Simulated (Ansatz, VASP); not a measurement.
One calculation of Sn, two programs

```
Sn
1.0
    -1.97044    1.97044    1.97044
     1.97044   -1.97044    1.97044
     1.97044    1.97044   -1.97044
Sn
1
Direct
  0.00000 0.00000 0.00000
```

Change from the starting cell: strain +0.040 along x and y, +0.040 along z, atoms carried along.

Alike in both runs: task single point; functional PBEsol; k mesh 18 × 18 × 18; occupations gaussian, width 0.15 eV; no spin polarisation.

|  | VASP | Ansatz |
| --- | --- | --- |
| version | VASP 6.6.1 | Ansatz 0.2.0 |
| potentials or method | VASP PAW PBE potentials, release 64 (Sn_d), cutoff 520 eV | scalar-relativistic, plane waves, PAW |
| valence electrons in the cell | 14 | 14 |

```csv
,VASP,Ansatz,Ansatz less VASP
gap on the k mesh at the Fermi level (eV),none,none,-
pressure (GPa),-6.0,-6.0,-0.03
```

VASP's potentials were made for PBE, not for PBEsol. A gap of «none» marks a metal or a gap that the smearing closes. The functional is the same, so the differences come from potentials, cutoffs and numerics.
